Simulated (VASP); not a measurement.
Set up this calculation in VASP 6.6.1, as the native input.

```
Task                   : single point
Functional             : PBE
Potentials or basis    : VASP PAW PBE potentials, release 64 (Zr_sv, B)
Cutoff                 : 520 eV
k mesh                 : 18 × 18 × 18
Occupations            : gaussian, width 0.15 eV
Spin                   : no spin polarisation
Dipole correction      : no
Further INCAR settings : ALGO = Normal; EDIFF = 1e-07; NBANDS = 14
```

The structure of ZrB lies in POSCAR:

```
ZrB
1.0
    0.0610312500      2.3250000000      2.3250000000
    2.3860312500      0.0000000000      2.3860312500
    2.3250000000      2.3250000000      0.0610312500
Zr B
1 1
Direct
    0.0000000000      0.0000000000      0.0000000000
    0.5000000000      0.5000000000      0.5000000000
```

This cell differs from its parent crystal: strain +0.0525 x Voigt [0, 0, 0, 0, 1, 0].

The input as run:

INCAR

```
SYSTEM = ZrB
PREC     = Accurate       ! precision mode
ENCUT    = 520            ! plane-wave cutoff, eV
EDIFF    = 1E-7           ! SCF threshold, eV
ISMEAR   = 0              ! smearing method
SIGMA    = 0.15           ! smearing width, eV
LREAL    = .False.        ! projectors in reciprocal space
LASPH    = .True.         ! aspherical terms in the spheres
NELM     = 100            ! most SCF steps
ALGO     = Normal         ! electronic algorithm
ISIF     = 2              ! what is computed and relaxed
LWAVE    = .False.        ! write WAVECAR
LCHARG   = .False.        ! write CHGCAR
GGA      = PE             ! functional
NBANDS   = 14             ! bands
```

KPOINTS

```
Automatic mesh
0
Gamma
  18 18 18
  0 0 0
```

Potentials or basis: VASP PAW PBE potentials, release 64 (Zr_sv, B).

Run with:

```sh
$ cat potpaw_PBE.64/Zr_sv/POTCAR potpaw_PBE.64/B/POTCAR > POTCAR
$ mpirun -np 1 vasp_std > vasp.out
```

Results of the run:

| Quantity | Value |
| --- | --- |
| Pressure | 35.1 GPa |
| Band gap on the k mesh | zero (an odd number of electrons rules out a gap without spin polarisation) |

Caveat: the cell differs from its parent crystal (strain +0.0525 x Voigt [0, 0, 0, 0, 1, 0]); the cell stands under pressure.

It took 2.1 min on 1 thread of Intel(R) Xeon(R) Platinum 8559C (Emerald Rapids) (shared host), peak memory 0.41 GiB.
